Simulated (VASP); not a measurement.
# Cu: electric field gradients with LDA

Cu:

```
Cu
1.0
     2.57306    0.00000    0.00000
    -1.28653    2.22834    0.00000
     0.00000    0.00000    4.16837
Cu
2
Direct
  0.31333 0.65667 0.23500
  0.68667 0.34333 0.76500
```

This cell differs from its parent crystal: shortest bond scaled by 0.94.

```yaml
Program: VASP 6.6.1
Task: electric field gradients
Functional: LDA
Potentials_or_basis: VASP PAW LDA potentials, release 64 (Cu)
Cutoff: 520 eV
k_mesh: 13 × 13 × 7
Occupations: fermi-dirac, width 0.05 eV
Spin: no spin polarisation
Dipole_correction: no
Further_INCAR_settings: ALGO = Normal; EDIFF = 1e-08; NBANDS = 18
```

* Pressure: -11.5 GPa
* Largest force: 0.765 eV/Å
* Band gap on the k mesh: zero (band 11 reaches 10.18 eV, above the bottom of band 12 at 5.33 eV)

Forces in eV/Å, atoms in the order of the input:
```
Cu   0.123  0.071  0.752
Cu  -0.123 -0.071 -0.752
```

Stress tensor (GPa, compression positive):
```
-12.79   0.76   0.75
  0.76 -13.67   0.43
  0.75   0.43  -8.02
```

Levels at points of the mesh, in eV from the Fermi level:
```tsv
k point	band 7	band 8	band 9	band 10	band 11	band 12	band 13	band 14	band 15	band 16
(0.00, 0.00, 0.00)	-2.82	-2.56	-2.40	-1.84	-1.68	-0.83	3.70	20.88	21.44	21.45
```

Electric field gradients, principal values (V/Å²):
```csv
atom,least,middle,greatest (by size)
1 Cu,1.896,3.280,-5.175
2 Cu,1.896,3.280,-5.175
```

It took 100 s on 1 thread of AMD EPYC 7R43 64-Core Processor (Zen 3), on a shared host, peak memory 0.18 GiB.

Caveat: the cell differs from its parent crystal (shortest bond scaled by 0.94); without QUAD_EFG the Cq values of the log hold for a quadrupole moment of 1 mb, not for the nuclei.
